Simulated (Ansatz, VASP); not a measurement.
One calculation of Bi2Se3, two programs

File INCAR:

```
SYSTEM = Bi2Se3
AGGAC = 1.0
AGGAX = 1.0
ALDAC = 0.0
ALDAX = 1.0
ALGO = Normal
EDIFF = 1E-6
EDIFFG = -0.01
ENCUT = 600
GGA = B5
IBRION = 2
ISIF = 3
ISMEAR = -1
IVDW = 13
LASPH = .True.
LCHARG = .False.
LREAL = .False.
LWAVE = .False.
NELM = 100
NSW = 60
PREC = Accurate
SIGMA = 0.05
VDW_A1 = 0.44488865
VDW_A2 = 4.0933009
VDW_S6 = 1.0
VDW_S8 = 2.34076671
```

Contents of KPOINTS:

```
k-points
0
Gamma
  8 8 8
  0 0 0
```

File POSCAR:

```
Bi2Se3
1.0
    2.0715000000      1.1959810826      9.5453333333
   -2.0715000000      1.1959810826      9.5453333333
    0.0000000000     -2.3919621653      9.5453333333
Bi Se
2 3
Direct
    0.5992000000      0.5992000000      0.5992000000
    0.4008000000      0.4008000000      0.4008000000
    0.7883000000      0.7883000000      0.7883000000
    0.2117000000      0.2117000000      0.2117000000
    0.0000000000      0.0000000000      0.0000000000
```

File input.yaml:

```yaml
crystal:
  lattice:
    - [2.0715, 1.1959810826, 9.5453333333]
    - [-2.0715, 1.1959810826, 9.5453333333]
    - [0.0, -2.3919621653, 9.5453333333]
  atoms:
    - { symbol: Bi, position: [0.5992, 0.5992, 0.5992] }
    - { symbol: Bi, position: [0.4008, 0.4008, 0.4008] }
    - { symbol: Se, position: [0.7883, 0.7883, 0.7883] }
    - { symbol: Se, position: [0.2117, 0.2117, 0.2117] }
    - { symbol: Se, position: [0.0, 0.0, 0.0] }
hamiltonian:
  xc: blyp
  pseudopotentials: { kind: paw }
  dispersion: d4
kpoints:
  mp_grid: { grid: [8, 8, 8] }
scf:
  occupations: { method: fermi_dirac, width: 0.05 }
output:
  forces: true
  stress: true
  write_density: true
  write_potential: true
  elf: true
  volumetric_format: npy
relax:
  f_tol: 0.01
  max_steps: 40
  cell: { stress_tol: 0.05 }
```

Alike in both runs: task relaxation of cell and atoms; functional BLYP; dispersion D4; k mesh 8 × 8 × 8; occupations fermi-dirac, width 0.05 eV; no spin polarisation.

```csv
,VASP,Ansatz
version,VASP 6.6.1,Ansatz 0.2.0
potentials or method,"VASP PAW PBE potentials, release 64 (Bi_d, Se)",Ansatz PAW
plane-wave cutoff (eV),600,420
valence electrons in the cell,48,78
```

```csv
,VASP,Ansatz,Ansatz less VASP
"gap on the k mesh at the Fermi level, each at its own relaxed structure (eV)",0.17,0.18,+0.011
relaxed volume (Å³/atom),28.79,28.70,-0.098
relaxed cell length with the largest relative difference (Å),9.744,9.746,+0.0024
```

VASP's potentials were made for PBE, not for BLYP. VASP's potentials hold 48 valence electrons a cell and Ansatz's 78, so a difference there can come from the potentials and not from the codes.

Spin-orbit coupling is off throughout. Noted on Ansatz's run: the plane-wave basis is chosen anew once the cell has moved, so the energies of steps on either side of that aren't comparable.
